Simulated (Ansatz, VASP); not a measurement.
**SnTe in VASP and in Ansatz**

INCAR

```
PREC = Accurate ; ENCUT = 520
EDIFF = 1E-7 ; ISMEAR = -1
SIGMA = 0.1 ; LREAL = False
LASPH = True ; NELM = 60
ALGO = Normal ; ISIF = 2
LWAVE = False ; LCHARG = False
GGA = PS ; NBANDS = 17
```

File KPOINTS:

```
Automatic mesh
0
Gamma
  12 12 12
```

File POSCAR:

```
SnTe
1.0
    0.0000000000      3.0485182636      3.0485182636
    3.0485182636      0.0000000000      3.0485182636
    3.0485182636      3.0485182636      0.0000000000
Sn Te
1 1
Direct
    0.0000000000      0.0000000000      0.0000000000
    0.2500000000      0.2500000000      0.2500000000
```

Input for Ansatz:

```yaml
crystal:
  lattice:
    - [0.0, 3.0485182636, 3.0485182636]
    - [3.0485182636, 0.0, 3.0485182636]
    - [3.0485182636, 3.0485182636, 0.0]
  atoms:
    - { symbol: Sn, position: [0.0, 0.0, 0.0] }
    - { symbol: Te, position: [0.25, 0.25, 0.25] }
kpoints:
  mp_grid: { grid: [12, 12, 12] }
  band_path:
    path:
      - [0.0, 0.0, 0.0]
      - [-0.5, -0.5, 0.0]
      - [-0.375, -0.375, 0.25]
      - [-0.375, 0.0, 0.375]
      - [0.0, 0.0, 0.0]
      - [0.0, 0.0, 0.5]
      - [-0.5, -0.25, 0.25]
      - [-0.5, -0.5, 0.0]
    npoints: 8
scf:
  occupations: { method: fermi_dirac, width: 0.1 }
hamiltonian:
  xc: pbesol
  pseudopotentials: { kind: paw }
output:
  forces: true
  stress: true
  eigenvalues: true
  populations: true
  dos: { projected: true, de: 0.2, e_range: [-14, 8] }
  write_density: true
  write_potential: true
  elf: true
  volumetric_format: npy
```

Change from the starting cell: volume scaled by 0.64, PAW files.

Alike in both runs: task single point; functional PBEsol; k mesh 12 × 12 × 12; occupations fermi-dirac, width 0.1 eV; no spin polarisation.

```csv
,VASP,Ansatz
version,VASP 6.6.1,Ansatz 0.2.0
potentials or method,"VASP PAW PBE potentials, release 64 (Sn_d, Te)","PAW with Ansatz's default frozen-core files, scalar-relativistic"
plane-wave cutoff (eV),520,420
valence electrons in the cell,20,30
```

|  | VASP | Ansatz | Ansatz less VASP |
| --- | --- | --- | --- |
| pressure (GPa) | 28.0 | 27.9 | -0.06 |

VASP's potentials were made for PBE, not for PBEsol. With one functional, cell and mesh, what is left measures potentials, basis and numerics. VASP's potentials hold 20 valence electrons a cell and Ansatz's 30, so a difference there can come from the potentials and not from the codes.

Neither program's run includes spin-orbit coupling.
